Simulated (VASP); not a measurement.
# CdS (P6_3mc) in VASP: single point with PBE

Aim: the single point of CdS with PBE.

Everything below comes from runs of VASP 6.6.1. Logs are shortened: lines on timing, memory, paths and dates and some standing lists are left out, and cuts for length are marked.

## 1. The cell of the first run

The structure is hexagonal, space group P6_3mc (No. 186). Conventional cell: a = 4.165 Å, b = 4.165 Å, c = 6.766 Å, α = 90.00°, β = 90.00°, γ = 120.00°. Within 3.4 Å of Cd (site symmetry 3m) lie 4 S at 2.54 to 2.55 Å. S (site symmetry 3m) has 4 Cd at 2.54 to 2.55 Å within 3.4 Å.

## 2. Single point, PBE, non-collinear spin, zero start, spin-orbit coupling

The input, INCAR:

```
PREC = Accurate
ENCUT = 520
EDIFF = 1E-7
ISMEAR = -1
SIGMA = 0.02
LREAL = F
LASPH = T
NELM = 150
ALGO = Normal
ISIF = 2
LWAVE = F
LCHARG = F
LNONCOLLINEAR = T
MAGMOM = 0 0 0 0 0 0 0 0 0 0 0 0
LORBIT = 11
LSORBIT = T
GGA_COMPAT = F
LORBMOM = T
GGA = PE
NBANDS = 50
```

The input, KPOINTS:

```
Automatic mesh
0
Gamma
  12 12 4
```

The input, POSCAR:

```
CdS
1.0
    4.1646012805      0.0000000000      0.0000000000
   -2.0823006403      3.6066505056      0.0000000000
    0.0000000000      0.0000000000      6.7660104844
Cd S
2 2
Direct
    0.3333333333      0.6666666667     -0.0009631161
    0.6666666667      0.3333333333      0.4990368839
    0.3333333333      0.6666666667      0.3759631161
    0.6666666667      0.3333333333      0.8759631161
```

Potentials or basis: VASP PAW PBE potentials, release 64 (Cd, S).

Launch:

```console
cat potpaw_PBE.64/Cd/POTCAR potpaw_PBE.64/S/POTCAR > POTCAR
mpirun -np 1 vasp_ncl > vasp.out
```

OUTCAR:

```text
PREC = Accurate
   ENCUT = 520
   EDIFF = 1E-7
   ISMEAR = -1
   LREAL = F
   LASPH = T
   NELM = 150
   ISIF = 2
   LNONCOLLINEAR = T
   LORBIT = 11
   LSORBIT = T
   GGA = PE

 ion  position               nearest neighbor table
   1  0.333  0.667  0.999-   4 2.54   4 2.54   4 2.54   3 2.55
   2  0.667  0.333  0.499-   3 2.54   3 2.54   3 2.54   4 2.55
   3  0.333  0.667  0.376-   2 2.54   2 2.54   2 2.54   1 2.55
   4  0.667  0.333  0.876-   1 2.54   1 2.54   1 2.54   2 2.55

  LATTYP: Found a hexagonal cell.
 ALAT       =     4.1646012805
 C/A-ratio  =     1.6246478423

  Lattice vectors:

 A1 = (   4.1646012805,   0.0000000000,   0.0000000000)
 A2 = (  -2.0823006403,   3.6066505056,   0.0000000000)
 A3 = (   0.0000000000,   0.0000000000,   6.7660104844)

Analysis of symmetry for initial positions (statically):
=====================================================================
 Subroutine PRICEL returns:
 Original cell was already a primitive cell.

 Routine SETGRP: Setting up the symmetry group for a
 hexagonal supercell.

 Subroutine GETGRP returns: Found 12 space group operations
 (whereof  6 operations were pure point group operations)
 out of a pool of 24 trial point group operations.

The static configuration has the point symmetry C_3v.
 The point group associated with its full space group is C_6v.

Analysis of symmetry for dynamics (positions and initial velocities):
=====================================================================
 Subroutine PRICEL returns:
 Original cell was already a primitive cell.

 Routine SETGRP: Setting up the symmetry group for a
 hexagonal supercell.

 Subroutine GETGRP returns: Found 12 space group operations
 (whereof  6 operations were pure point group operations)
 out of a pool of 24 trial point group operations.

The dynamic configuration has the point symmetry C_3v.
 The point group associated with its full space group is C_6v.

Analysis of structural, dynamic, and magnetic symmetry:
=====================================================================
 Subroutine PRICEL returns:
 Original cell was already a primitive cell.

 Routine SETGRP: Setting up the symmetry group for a
 hexagonal supercell.

 Subroutine GETGRP returns: Found 12 space group operations
 (whereof  6 operations were pure point group operations)
 out of a pool of 24 trial point group operations.

The overall configuration has the point symmetry C_3v.
 The point group associated with its full space group is C_6v.

 Subroutine INISYM returns: Found 12 space group operations
 (whereof  6 operations are pure point group operations),
 and found     1 'primitive' translations

----------------------------------------------------------------------------------------

                                     Primitive cell

  volume of cell :     101.6272

  direct lattice vectors                    reciprocal lattice vectors
     4.164601281  0.000000000  0.000000000     0.240119025  0.138632784  0.000000000
    -2.082300640  3.606650506  0.000000000     0.000000000  0.277265568  0.000000000
     0.000000000  0.000000000  6.766010484     0.000000000  0.000000000  0.147797584

  length of vectors
     4.164601281  4.164601281  6.766010484     0.277265568  0.277265568  0.147797584

  position of ions in fractional coordinates (direct lattice)
     0.333333333  0.666666667  0.999036884
     0.666666667  0.333333333  0.499036884
     0.333333333  0.666666667  0.375963116
     0.666666667  0.333333333  0.875963116

  ion indices of the primitive-cell ions
   primitive index   ion index
                 1           1
                 2           2
                 3           3
                 4           4

----------------------------------------------------------------------------------------

 KPOINTS: Automatic mesh

Automatic generation of k-mesh.
 Grid dimensions read from file:
 generate k-points for:   12   12    4
[... 110 lines left out ...]
  ext. energy  EPLUGINS =         0.00000000
  ---------------------------------------------------
  free energy    TOTEN  =       -12.34197753 eV

  energy without entropy =      -12.34197753  energy(sigma->0) =      -12.34197753

 E-fermi :   1.5515     XC(G=0):  -9.0326

 val. band max:        1.1232067250   @ k =   0.0000   0.0000   0.0000
 cond. band min:       2.2833178228   @ k =   0.0000   0.0000   0.0000
 fundamental gap:      1.1601110978
 Fermi energy:         1.5514685221

 k-point     1 :       0.0000    0.0000    0.0000
  band No.  band energies     occupation
      1     -11.1201      1.00000
      2     -11.1201      1.00000
      3     -10.7110      1.00000
      4     -10.7110      1.00000
      5      -6.8025      1.00000
      6      -6.8025      1.00000
[... 1213 lines left out ...]
     47       8.1034      0.00000
     48       8.1112      0.00000

 [... further k-points ...]

 [bands above 48 left out]

------------------------ aborting loop because EDIFF is reached ----------------------------------------

  FORCE on cell =-STRESS in cart. coord.  units (eV):
  Direction    XX          YY          ZZ          XY          YZ          ZX
  --------------------------------------------------------------------------------------
  -------------------------------------------------------------------------------------
  Total        1.0412510      1.0412510      1.0938941     -0.0000000      0.0000000      0.0000000
  in kB       16.4155656     16.4155656     17.2454971     -0.0000000      0.0000000      0.0000000
  external PRESSURE =      16.6922094 kB  Pullay stress =       0.0000000 kB

 VOLUME and BASIS-vectors are now :
 -----------------------------------------------------------------------------
  energy-cutoff  :      520.00
  volume of cell :      101.63
      direct lattice vectors                 reciprocal lattice vectors
     4.164601281  0.000000000  0.000000000     0.240119025  0.138632784  0.000000000
    -2.082300640  3.606650506  0.000000000     0.000000000  0.277265568  0.000000000
     0.000000000  0.000000000  6.766010484     0.000000000  0.000000000  0.147797584

 POSITION                                       TOTAL-FORCE (eV/Angst)
 -----------------------------------------------------------------------------------
     -0.00000      2.40443      6.75949         0.000000     -0.000000      0.001092
      2.08230      1.20222      3.37649        -0.000000      0.000000      0.001092
     -0.00000      2.40443      2.54377         0.000000     -0.000000     -0.001092
      2.08230      1.20222      5.92678        -0.000000     -0.000000     -0.001092
 -----------------------------------------------------------------------------------
    total drift:                               -0.000000      0.000000     -0.001091

  FREE ENERGIE OF THE ION-ELECTRON SYSTEM (eV)
  ---------------------------------------------------
  free  energy   TOTEN  =       -12.3419775292 eV

  energy  without entropy=      -12.3419775292  energy(sigma->0) =      -12.34197753

 orbital moment (x)

 # of ion     p       d       tot
 ----------------------------------------
  1         0.000   0.000   0.000
  2         0.000   0.000   0.000
  3        -0.000   0.000  -0.000
  4         0.000   0.000   0.000
 ----------------------------------------
            0.000   0.000   0.000

 orbital moment (y)

 # of ion     p       d       tot
 ----------------------------------------
  1         0.000   0.000   0.000
  2         0.000  -0.000  -0.000
  3         0.000   0.000   0.000
  4        -0.000   0.000  -0.000
 ----------------------------------------
            0.000  -0.000  -0.000

 orbital moment (z)

 # of ion     p       d       tot
 ----------------------------------------
  1        -0.000   0.000   0.000
  2         0.000   0.000   0.000
  3         0.000   0.000   0.000
  4         0.000   0.000   0.000
 ----------------------------------------
           -0.000   0.000   0.000

 Spin-Orbit-Coupling matrix elements

 Ion:    1  E_soc:     -0.0562734
 l=   1
     0.0000000    -0.0023864    -0.0024064
    -0.0023864     0.0000000    -0.0023864
    -0.0024064    -0.0023864     0.0000000
 l=   2
     0.0000000    -0.0013908     0.0000000    -0.0013908    -0.0056109
    -0.0013908     0.0000000    -0.0042023    -0.0013787    -0.0013908
     0.0000000    -0.0042023     0.0000000    -0.0042023     0.0000000
    -0.0013908    -0.0013787    -0.0042023     0.0000000    -0.0013908
    -0.0056109    -0.0013908     0.0000000    -0.0013908     0.0000000
 l=   3
     0.0000000     0.0000000     0.0000000     0.0000000     0.0000000     0.0000000     0.0000000
     0.0000000     0.0000000     0.0000000     0.0000000     0.0000000     0.0000000     0.0000000
     0.0000000     0.0000000     0.0000000     0.0000000     0.0000000     0.0000000     0.0000000
     0.0000000     0.0000000     0.0000000     0.0000000     0.0000000     0.0000000     0.0000000
[... 49 lines left out ...]
 l=   2
     0.0000000     0.0000000     0.0000000     0.0000000     0.0000000
     0.0000000     0.0000000     0.0000000     0.0000000     0.0000000
     0.0000000     0.0000000     0.0000000     0.0000000     0.0000000
     0.0000000     0.0000000     0.0000000     0.0000000     0.0000000
     0.0000000     0.0000000     0.0000000     0.0000000     0.0000000
 l=   3
     0.0000000     0.0000000     0.0000000     0.0000000     0.0000000     0.0000000     0.0000000
     0.0000000     0.0000000     0.0000000     0.0000000     0.0000000     0.0000000     0.0000000
     0.0000000     0.0000000     0.0000000     0.0000000     0.0000000     0.0000000     0.0000000
     0.0000000     0.0000000     0.0000000     0.0000000     0.0000000     0.0000000     0.0000000
     0.0000000     0.0000000     0.0000000     0.0000000     0.0000000     0.0000000     0.0000000
     0.0000000     0.0000000     0.0000000     0.0000000     0.0000000     0.0000000     0.0000000
     0.0000000     0.0000000     0.0000000     0.0000000     0.0000000     0.0000000     0.0000000

 total charge

# of ion       s       p       d       tot
------------------------------------------
    1        0.420   0.313   9.565  10.298
    2        0.420   0.313   9.565  10.298
    3        1.324   2.394   0.000   3.718
    4        1.324   2.394   0.000   3.718
--------------------------------------------------
tot          3.488   5.415  19.130  28.033

 magnetization (x)

# of ion       s       p       d       tot
------------------------------------------
    1       -0.000  -0.000  -0.000  -0.000
    2        0.000   0.000   0.000   0.000
    3        0.000   0.000   0.000   0.000
    4        0.000  -0.000   0.000  -0.000
--------------------------------------------------
tot         -0.000  -0.000   0.000   0.000

 magnetization (y)

# of ion       s       p       d       tot
------------------------------------------
    1       -0.000   0.000   0.000  -0.000
    2        0.000  -0.000  -0.000  -0.000
    3        0.000   0.000   0.000   0.000
    4        0.000  -0.000   0.000  -0.000
--------------------------------------------------
tot          0.000  -0.000  -0.000  -0.000

 magnetization (z)

# of ion       s       p       d       tot
------------------------------------------
    1       -0.000  -0.000  -0.000  -0.000
    2       -0.000   0.000   0.000   0.000
    3        0.000   0.000   0.000   0.000
    4        0.000   0.000   0.000   0.000
--------------------------------------------------
tot         -0.000   0.000   0.000   0.000
```

It took 12 min on 1 thread of Intel Xeon Platinum 8259CL at 2.50GHz (Skylake/Cascade Lake), shared host; peak memory 0.76 GiB.

What came out:

| Quantity | Value |
| --- | --- |
| Free energy | -12.3420 eV |
| Pressure | 1.7 GPa |
| Net moment | 0.00 μB per cell |
| Valence electrons inside the program's atomic spheres | Cd 10.30; S 3.72 |

Stress tensor (GPa, compression positive):
```
1.64 0.00 0.00
0.00 1.64 0.00
0.00 0.00 1.72
```

Moments on the atoms (μB; x, y, z):
```
Cd  0.00 0.00 0.00
Cd  0.00 0.00 0.00
S   0.00 0.00 0.00
S   0.00 0.00 0.00
```
